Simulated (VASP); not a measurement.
BaTiO3: single point with PBEsol

Crystal: BaTiO3.

```
CELL_PARAMETERS angstrom
2.79910 1.61606 2.36546
-2.79910 1.61606 2.36546
0.00000 -3.23211 2.36546
ATOMIC_POSITIONS crystal
Ba 0.00000 0.00000 0.00000
Ti 0.48450 0.48450 0.48450
O 0.50860 0.50860 0.01750
O 0.01750 0.50860 0.50860
O 0.50860 0.01750 0.50860
```

```json
{"Program": "VASP 6.6.1", "Task": "single point", "Functional": "PBEsol", "Potentials or basis": "VASP PAW PBE potentials, release 64 (Ba_sv, Ti_sv, O)", "Cutoff": "520 eV", "k mesh": "6 × 6 × 6", "Occupations": "fermi-dirac, width 0.05 eV", "Spin": "no spin polarisation", "Dipole correction": "no", "Further INCAR settings": "ALGO = Normal; EDIFF = 1e-06; NBANDS = 28"}
```

- Pressure: 0.9 GPa
- Largest force: 0.158 eV/Å
- Band gap on the k mesh: 2.32 eV (least direct gap 2.66 eV)

Forces in eV/Å, atoms in the order of the input:
```
Ba   0.000  0.000 -0.126
Ti   0.000  0.000  0.054
O    0.000  0.156  0.024
O   -0.135 -0.078  0.024
O    0.135 -0.078  0.024
```

Stress tensor (GPa, compression positive):
```
 3.29  0.00  0.00
 0.00  3.29  0.00
 0.00  0.00 -3.87
```

Levels at points of the mesh, in eV from the valence-band top:
| k point | band 17 | band 18 | band 19 | band 20 | band 21 | band 22 | band 23 | band 24 |
| --- | --- | --- | --- | --- | --- | --- | --- | --- |
| (0.00, 0.00, 0.00) | -1.01 | -0.65 | -0.34 | -0.34 | 2.32 | 2.32 | 2.56 | 4.54 |
| (0.50, 0.00, 0.00) | -1.68 | -1.66 | -1.05 | -0.76 | 2.52 | 3.82 | 3.88 | 4.50 |
| (0.50, 0.50, 0.00) | -1.63 | -0.93 | -0.81 | -0.09 | 3.85 | 3.90 | 4.20 | 5.08 |
| (0.50, 0.50, 0.50) | -2.34 | -0.03 | 0.00 | 0.00 | 4.39 | 4.48 | 4.48 | 6.46 |

Run time: 80 s on 1 thread of Intel Xeon 8259CL (shared host), peak memory 0.2 GiB.

Caveat: the stress differs along the axes, from -4 to 3 GPa; the PAW data sets were made with another functional, which shifts forces and pressure a little; spin-orbit coupling is left out, which moves the levels of the heavy elements. A k mesh can miss the band edges.
